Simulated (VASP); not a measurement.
Input of a VASP 6.6.1 run:

File POSCAR:

```
Al2O3
1.0
    2.9858691121      0.0000000000      0.0000000000
   -1.4929345561      2.5858385035      0.0000000000
    0.0000000000      0.0000000000      7.6002987078
Al O
2 3
Direct
    0.0000000000      0.0000000000      0.7190870705
    0.0000000000      0.0000000000      0.2809129295
    0.0000000000      0.0000000000      0.5000000000
    0.6666666667      0.3333333333      0.7954713539
    0.3333333333      0.6666666667      0.2045286461
```

INCAR.step1

```
SYSTEM = Al2O3
ALGO     = Normal         ! electronic algorithm
EDIFF    = 1E-4           ! SCF threshold, eV
ENCUT    = 520            ! plane-wave cutoff, eV
GGA      = PE             ! functional
ISMEAR   = -1             ! smearing method
LASPH    = .TRUE.         ! aspherical terms in the spheres
LCHARG   = .FALSE.        ! write CHGCAR
LREAL    = .FALSE.        ! projectors in reciprocal space
LWAVE    = .TRUE.         ! write WAVECAR
NBANDS   = 20             ! bands
NELM     = 100            ! most SCF steps
PREC     = Accurate       ! precision mode
SIGMA    = 0.05           ! smearing width, eV
```

Contents of INCAR.step2:

```
SYSTEM = Al2O3
ALGO     = Normal         ! electronic algorithm
EDIFF    = 1E-7           ! SCF threshold, eV
ENCUT    = 520            ! plane-wave cutoff, eV
ISIF     = 2              ! what is computed and relaxed
ISMEAR   = -1             ! smearing method
ISTART   = 1            
LASPH    = .TRUE.         ! aspherical terms in the spheres
LCHARG   = .FALSE.        ! write CHGCAR
LMIXTAU  = .TRUE.       
LREAL    = .FALSE.        ! projectors in reciprocal space
LWAVE    = .FALSE.        ! write WAVECAR
METAGGA  = R2SCAN         ! meta-GGA
NBANDS   = 20             ! bands
NELM     = 100            ! most SCF steps
PREC     = Accurate       ! precision mode
SIGMA    = 0.05           ! smearing width, eV
```

File KPOINTS:

```
k-points
0
G
  10 10 4
  0 0 0
```

Potentials or basis: VASP PAW PBE potentials, release 64 (Al, O).

Launch:

```console
$ cat potpaw_PBE.64/Al/POTCAR potpaw_PBE.64/O/POTCAR > POTCAR
$ cp INCAR.step1 INCAR
$ mpirun -np 1 vasp_std > vasp.out
$ cp INCAR.step2 INCAR
$ mpirun -np 1 vasp_std > vasp.out
```

Problem. Predict the largest force.

Solution. 0.086 eV/Å.

Problem. Predict the band gap on the k mesh.

Solution. 3.14 eV, direct.

Problem. What does it give for the pressure?

Solution. 0.0 GPa.

Forces in eV/Å, atoms in the order of the input:
```
Al   0.000  0.000  0.086
Al   0.000  0.000 -0.086
O    0.000  0.000  0.000
O    0.000  0.000 -0.022
O    0.000  0.000  0.022
```

Caveat: the PAW data sets were made with another functional, which shifts forces and pressure a little. r2SCAN opens gaps a little over a GGA but as a rule still falls short of measured ones.
